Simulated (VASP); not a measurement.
# Rh (P6_3/mmc) in VASP: further runs

The runs below take Rh through single point, relaxation of cell and atoms, with PBEsol+D3(BJ).

All numbers are computed with VASP 6.6.1; they aren't measurements. Logs are shortened: lines on timing, memory, paths and dates and some standing lists are left out, and cuts for length are marked.

## (1) The cell of the first run

It takes space group P6_3/mmc (No. 194, hexagonal). Conventional cell: a = 2.662 Å, b = 2.662 Å, c = 4.308 Å, α = 90.00°, β = 90.00°, γ = 120.00°. Rh (site symmetry -6m2) has 12 Rh at 2.65 to 2.66 Å within 3.5 Å.

## (2) Single point, PBEsol+D3(BJ)

INCAR reads:

```
ALGO = Normal
EDIFF = 1E-6
ENCUT = 520
GGA = PS
ISIF = 2
ISMEAR = 1
IVDW = 12
LASPH = True
LCHARG = False
LREAL = False
LWAVE = False
NBANDS = 22
NELM = 60
PREC = Accurate
SIGMA = 0.1
```

KPOINTS reads:

```
k-points
0
Gamma
  11 11 6
```

POSCAR reads:

```
Rh
1.0
    2.6619337337      0.0000000000      0.0000000000
   -1.3309668669      2.3053022366      0.0000000000
    0.0000000000      0.0000000000      4.3078224909
Rh
2
Direct
    0.3333333333      0.6666666667      0.2500000000
    0.6666666667      0.3333333333      0.7500000000
```

Potentials or basis: VASP PAW PBE potentials, release 64 (Rh_pv).

Launch:

```bash
$ cat potpaw_PBE.64/Rh_pv/POTCAR > POTCAR
$ mpirun -np 1 vasp_std > vasp.out
```

OUTCAR:

```text
EDIFF = 1E-6
   ENCUT = 520
   GGA = PS
   ISIF = 2
   ISMEAR = 1
   IVDW = 12
   LASPH = True
   LREAL = False
   NELM = 60
   PREC = Accurate
 IVDW          = 12

 ion  position               nearest neighbor table
   1  0.333  0.667  0.250-   2 2.65   2 2.65   2 2.65   2 2.65   2 2.65   2 2.65
   2  0.667  0.333  0.750-   1 2.65   1 2.65   1 2.65   1 2.65   1 2.65   1 2.65

  LATTYP: Found a hexagonal cell.
 ALAT       =     2.6619337337
 C/A-ratio  =     1.6183056837

  Lattice vectors:

 A1 = (   2.6619337337,   0.0000000000,   0.0000000000)
 A2 = (  -1.3309668669,   2.3053022366,   0.0000000000)
 A3 = (   0.0000000000,   0.0000000000,   4.3078224909)

Analysis of symmetry for initial positions (statically):
=====================================================================
 Subroutine PRICEL returns:
 Original cell was already a primitive cell.

 Routine SETGRP: Setting up the symmetry group for a
 hexagonal supercell.

 Subroutine GETGRP returns: Found 24 space group operations
 (whereof 12 operations were pure point group operations)
 out of a pool of 24 trial point group operations.

The static configuration has the point symmetry D_3d.
 The point group associated with its full space group is D_6h.

Analysis of symmetry for dynamics (positions and initial velocities):
=====================================================================
 Subroutine PRICEL returns:
 Original cell was already a primitive cell.

 Routine SETGRP: Setting up the symmetry group for a
 hexagonal supercell.

 Subroutine GETGRP returns: Found 24 space group operations
 (whereof 12 operations were pure point group operations)
 out of a pool of 24 trial point group operations.

The dynamic configuration has the point symmetry D_3d.
 The point group associated with its full space group is D_6h.

 Subroutine INISYM returns: Found 24 space group operations
 (whereof 12 operations are pure point group operations),
 and found     1 'primitive' translations

----------------------------------------------------------------------------------------

                                     Primitive cell

  volume of cell :      26.4352

  direct lattice vectors                    reciprocal lattice vectors
     2.661933734  0.000000000  0.000000000     0.375666752  0.216891300  0.000000000
    -1.330966867  2.305302237  0.000000000     0.000000000  0.433782601  0.000000000
     0.000000000  0.000000000  4.307822491     0.000000000  0.000000000  0.232135842

  length of vectors
     2.661933734  2.661933734  4.307822491     0.433782601  0.433782601  0.232135842

  position of ions in fractional coordinates (direct lattice)
     0.333333333  0.666666667  0.250000000
     0.666666667  0.333333333  0.750000000

  ion indices of the primitive-cell ions
   primitive index   ion index
                 1           1
                 2           2

----------------------------------------------------------------------------------------

 KPOINTS: k-points

Automatic generation of k-mesh.
 Grid dimensions read from file:
 generate k-points for:   11   11    6

 Generating k-lattice:

  Cartesian coordinates                     Fractional coordinates (reciprocal lattice)
     0.034151523  0.019717391  0.000000000     0.090909091  0.000000000  0.000000000
     0.000000000  0.039434782  0.000000000     0.000000000  0.090909091  0.000000000
     0.000000000  0.000000000  0.038689307     0.000000000  0.000000000  0.166666667

  Length of vectors
     0.039434782  0.039434782  0.038689307

  Shift w.r.t. Gamma in fractional coordinates (k-lattice)
     0.000000000  0.000000000  0.000000000

 Subroutine IBZKPT returns following result:
 ===========================================

 Found     64 irreducible k-points:

 Following reciprocal coordinates:
            Coordinates               Weight
  0.000000  0.000000  0.000000      1.000000
  0.090909  0.000000  0.000000      6.000000
  0.181818  0.000000  0.000000      6.000000
  0.272727  0.000000  0.000000      6.000000
  0.363636 -0.000000  0.000000      6.000000
  0.454545 -0.000000  0.000000      6.000000
[... 16 lines left out ...]
  0.090909  0.090909  0.166667     12.000000
  0.181818  0.090909  0.166667     24.000000
 [... further k-points ...]
   k-points           NKPTS =     64   k-points in BZ     NKDIM =     64   number of bands    NBANDS=     22
   number of dos      NEDOS =    301   number of ions     NIONS =      2
   total plane-waves  NPLWV =  12800
   dimension x,y,z NGX =    20 NGY =   20 NGZ =   32
   dimension x,y,z NGXF=    40 NGYF=   40 NGZF=   64
   ions per type =               2
   NGX,Y,Z   is equivalent  to a cutoff of  12.49, 12.49, 12.35 a.u.
   NGXF,Y,Z  is equivalent  to a cutoff of  24.98, 24.98, 24.70 a.u.
 SYSTEM =  unknown system
   PREC   = accura    normal or accurate (medium, high low for compatibility)
   ISTART =      0    job   : 0-new  1-cont  2-samecut
   ICHARG =      2    charge: 1-file 2-atom 10-const
   ISPIN  =      1    spin polarized calculation?
   LNONCOLLINEAR =      F non collinear calculations
   LSORBIT =      F    spin-orbit coupling
   LASPH  =      T    aspherical Exc in radial PAW
   ENCUT  =  520.0 eV  38.22 Ry    6.18 a.u.   4.95  4.95  8.01*2*pi/ulx,y,z
   NELM   =     60;   NELMIN=  2; NELMDL= -5     # of ELM steps
   EDIFF  = 0.1E-05   stopping-criterion for ELM
   LREAL  =      F    real-space projection
   EDIFFG = 0.1E-04   stopping-criterion for IOM
   NSW    =      0    number of steps for IOM
   IBRION =     -1    ionic relax: 0-MD 1-quasi-New 2-CG
   NFREE  =      0    steps in history (QN), initial steepest desc. (CG)
   ISIF   =      2    stress and relaxation
   ISYM   =      2    0-nonsym 1-usesym 2-fastsym
   POTIM  = 0.5000    time-step for ionic-motion
   TEBEG  =    0.0;   TEEND  =   0.0 temperature during run
   PSTRESS=    0.0 pullay stress
   NELECT =      30.0000    total number of electrons
   NUPDOWN=      -1.0000    fix difference up-down
   EMIN   =  10.00;   EMAX   =-10.00  energy-range for DOS
   EFERMI =   0.00;   METHOD = LEGACY
   ISMEAR =     1;   SIGMA  =   0.10  broadening in eV -4-tet -1-fermi 0-gaus
   EFERMI_NEDOS =   21; number of points for ismear=-14 and -15
   IALGO  =     38    algorithm
   IMIX   =      4    mixing-type and parameters
     AMIX     =   0.40;   BMIX     =  1.00
     AMIX_MAG =   1.60;   BMIX_MAG =  1.00
  volume/ion in A,a.u.               =      13.22        89.20
  Fermi-wavevector in a.u.,A,eV,Ry     =   1.707606  3.226907 39.673465  2.915917
  Thomas-Fermi vector in A             =   2.786427
   LORBIT       =      0    0 simple, 1 ext, 2 COOP (PROOUT), +10 PAW based schemes
   GGA     = PS    functional components
   LHFCALC =     F    Hartree Fock is set to
   AEXX    =    0.0000 exact exchange contribution
   IVDW    =    12    specifies the selected vdW correction
   LEPSILON=     F    determine dielectric tensor
   LRPA    =     F    only Hartree local field effects (RPA)
 non-spin polarized calculation
 Methfessel and Paxton  Order N= 1 SIGMA  =   0.10
  energy-cutoff  :      520.00
  volume of cell :       26.44
 maximum number of plane-waves:       731
 NGX is ok and might be reduce to    20
   NGX =  9   NGY =  9   NGZ = 17

 number of electron      29.9999996 magnetization

 Free energy of the ion-electron system (eV)
  ---------------------------------------------------
  ext. energy  EPLUGINS =         0.00000000
  ---------------------------------------------------
  free energy    TOTEN  =       -16.17222753 eV

  energy without entropy =      -16.17141727  energy(sigma->0) =      -16.17195744

 E-fermi :  12.5964     XC(G=0): -14.4714

 val. band max:       12.5958526487   @ k =   0.3636  -0.0000   0.0000
 cond. band min:      12.6038300483   @ k =   0.0909   0.0909   0.3333
 fundamental gap:      0.0079773996
 Fermi energy:        12.5964022001

 k-point     1 :       0.0000    0.0000    0.0000
  band No.  band energies     occupation
      1     -34.7523      2.00000
      2     -34.0050      2.00000
      3     -34.0050      2.00000
      4     -33.8896      2.00000
      5     -33.8831      2.00000
      6     -33.8831      2.00000
[... 14 lines left out ...]
     21      30.6739      0.00000
     22      31.3762      0.00000

 k-point     2 :       0.0909    0.0000    0.0000
  band No.  band energies     occupation
      1     -34.7303      2.00000
      2     -34.0551      2.00000
      3     -34.0211      2.00000
      4     -33.9350      2.00000
      5     -33.8987      2.00000
      6     -33.8909      2.00000
[... 14 lines left out ...]
     21      31.0187      0.00000
     22      31.6501      0.00000

 k-point     3 :       0.1818    0.0000    0.0000
  band No.  band energies     occupation
      1     -34.6678      2.00000
      2     -34.1895      2.00000
      3     -34.0715      2.00000
      4     -34.0633      2.00000
      5     -33.9263      2.00000
      6     -33.9131      2.00000
[... 14 lines left out ...]
     21      31.2775      0.00000
     22      31.5764      0.00000

 k-point     4 :       0.2727    0.0000    0.0000
  band No.  band energies     occupation
      1     -34.5759      2.00000
      2     -34.3657      2.00000
      3     -34.2445      2.00000
      4     -34.1163      2.00000
      5     -33.9725      2.00000
      6     -33.9438      2.00000
[... 14 lines left out ...]
     21      29.3341      0.00000
     22      29.5517      0.00000

 k-point     5 :       0.3636   -0.0000    0.0000
  band No.  band energies     occupation
      1     -34.5275      2.00000
      2     -34.4729      2.00000
      3     -34.3984      2.00000
      4     -34.1636      2.00000
      5     -34.0332      2.00000
      6     -33.9730      2.00000
[... 417 lines left out ...]
 k-point    22 :       0.4545   -0.0000    0.1667
  band No.  band energies     occupation
      1     -34.6598      2.00000
      2     -34.5305      2.00000
      3     -34.3240      2.00000
      4     -34.1779      2.00000
      5     -34.0758      2.00000
      6     -34.0043      2.00000
[... 14 lines left out ...]
     21      26.6531      0.00000
     22      27.1993      0.00000

 k-point    23 :       0.0909    0.0909    0.1667
  band No.  band energies     occupation
      1     -34.6444      2.00000
      2     -34.1233      2.00000
      3     -34.0897      2.00000
      4     -34.0284      2.00000
      5     -33.9323      2.00000
      6     -33.9230      2.00000
[... 14 lines left out ...]
     21      30.8794      0.00000
     22      31.3138      0.00000

 k-point    24 :       0.1818    0.0909    0.1667
  band No.  band energies     occupation
      1     -34.5886      2.00000
      2     -34.2597      2.00000
      3     -34.2245      2.00000
      4     -34.0864      2.00000
      5     -33.9683      2.00000
      6     -33.9556      2.00000
[... 14 lines left out ...]
     21      29.1318      0.00000
     22      30.2044      0.00000

 [... further k-points ...]

------------------------ aborting loop because EDIFF is reached ----------------------------------------

 Edisp (eV)   -1.26576

 E8    (eV) :    -0.8526

  FORCE on cell =-STRESS in cart. coord.  units (eV):
  Direction    XX          YY          ZZ          XY          YZ          ZX
  --------------------------------------------------------------------------------------
  -------------------------------------------------------------------------------------
  Total      -0.02146    -0.02146     0.01956     0.00000    -0.00000     0.00000
  in kB      -1.30064    -1.30064     1.18577     0.00000    -0.00000     0.00000
  external pressure =       -0.47 kB  Pullay stress =        0.00 kB

 VOLUME and BASIS-vectors are now :
 -----------------------------------------------------------------------------
  energy-cutoff  :      520.00
  volume of cell :       26.44
      direct lattice vectors                 reciprocal lattice vectors
     2.661933734  0.000000000  0.000000000     0.375666752  0.216891300  0.000000000
    -1.330966867  2.305302237  0.000000000     0.000000000  0.433782601  0.000000000
     0.000000000  0.000000000  4.307822491     0.000000000  0.000000000  0.232135842

 POSITION                                       TOTAL-FORCE (eV/Angst)
 -----------------------------------------------------------------------------------
     -0.00000      1.53687      1.07696        -0.000000      0.000000      0.000000
      1.33097      0.76843      3.23087         0.000000     -0.000000      0.000000
 -----------------------------------------------------------------------------------
    total drift:                               -0.000000      0.000000     -0.000000

  FREE ENERGIE OF THE ION-ELECTRON SYSTEM (eV)
  ---------------------------------------------------
  free  energy   TOTEN  =       -17.4379826376 eV

  energy  without entropy=      -17.4371723763  energy(sigma->0) =      -17.43771255
```

It took 14 s on 1 thread of Intel Xeon Platinum 8488C (Sapphire Rapids), shared host; peak memory 0.16 GiB.

Results:

```yaml
Free_energy: -17.4380 eV
Pressure: 0.0 GPa
Band_gap_on_the_k_mesh: zero (band 15 reaches 13.28 eV, above the bottom of band 16 at 10.74 eV)
Dispersion_energy_per_atom: -0.633 eV
```

Caveat: the PAW data sets were made with another functional, which shifts forces and pressure a little; pairwise dispersion overbinds metals, which lowers pressure and volume.

## (3) Relaxation of cell and atoms, PBEsol+D3(BJ)

This run uses another cell than the first one, of 13.61 Å³/atom, 1.030 times its volume.

INCAR reads:

```
ALGO = Normal ; EDIFF = 1E-7
EDIFFG = -0.01 ; ENCUT = 600
GGA = PS ; IBRION = 2
ISIF = 3 ; ISMEAR = 1
IVDW = 12 ; LASPH = T
LCHARG = F ; LREAL = F
LWAVE = F ; NELM = 100
NSW = 80 ; PREC = Accurate
SIGMA = 0.1
```

KPOINTS is that of step 2.

POSCAR reads:

```
Rh
1.0
    2.6800000000      0.0000000000      0.0000000000
   -1.3400000000      2.3209480821      0.0000000000
    0.0000000000      0.0000000000      4.3764400000
Rh
2
Direct
    0.3333333333      0.6666666667      0.2500000000
    0.6666666667      0.3333333333      0.7500000000
```

Potentials or basis: VASP PAW PBE potentials, release 64 (Rh_pv).

Launch:

```bash
$ cat potpaw_PBE.64/Rh_pv/POTCAR > POTCAR
$ mpirun -np 1 vasp_std > vasp.out
```

Run time: 60 s. Hardware: 1 thread of Intel Xeon Platinum 8488C (Sapphire Rapids), shared host; peak memory 0.19 GiB.

The run converged. Its results:

| Item | Value |
| --- | --- |
| Free energy | -17.4398 eV |
| Relaxed volume | 13.21 Å³/atom |
| Relaxed cell | a = 2.661 Å, b = 2.661 Å, c = 4.309 Å, α = 90.00°, β = 90.00°, γ = 120.00° |
| Space group after relaxing (to 0.05 Å) | P6_3/mmc (No. 194) |
| Energy gained by relaxing | 12.1 meV/atom |
| Ionic steps | 6 |
| Pressure after relaxing | 0.0 GPa |
| Band gap on the k mesh | zero (band 15 reaches 13.29 eV, above the bottom of band 16 at 10.74 eV) |
| Dispersion energy per atom | -0.633 eV |

Step by step:
| step | energy change (eV) | largest force (eV/Å) | pressure (GPa) | volume (Å³) |
| --- | --- | --- | --- | --- |
| 1 | 0.0000 | 0.0000 | -8.81 | 27.22 |
| 2 | 0.1621 | 0.0000 | 31.50 | 24.38 |
| 3 | -0.0237 | 0.0000 | -0.18 | 26.44 |
| 4 | -0.0237 | 0.0000 | 0.13 | 26.41 |
| 5 | -0.0241 | 0.0000 | -0.05 | 26.43 |
| 6 | -0.0242 | 0.0000 | -0.01 | 26.42 |

Final structure:
```cif
data_structure
_symmetry_space_group_name_H-M 'P 1'
_symmetry_Int_Tables_number 1
_cell_length_a 2.6609
_cell_length_b 2.6609
_cell_length_c 4.3093
_cell_angle_alpha 90.000
_cell_angle_beta 90.000
_cell_angle_gamma 120.000
_cell_volume 26.42
loop_
_atom_site_label
_atom_site_type_symbol
_atom_site_fract_x
_atom_site_fract_y
_atom_site_fract_z
_atom_site_occupancy
Rh1 Rh 0.33333 0.66667 0.25000 1
Rh2 Rh 0.66667 0.33333 0.75000 1
```

Levels at points of the mesh, in eV from the Fermi level:
```tsv
k point	band 11	band 12	band 13	band 14	band 15	band 16	band 17	band 18	band 19
(0.00, 0.00, 0.00)	-3.25	-2.69	-2.69	-2.03	-2.03	0.15	0.15	0.59	8.97
(0.00, 0.00, 0.50)	-3.36	-3.36	-3.36	-3.36	-0.46	-0.46	-0.46	-0.46	14.92
```

Caveat: the PAW data sets were made with another functional, which shifts forces and pressure a little; pairwise dispersion overbinds metals, which lowers pressure and volume.
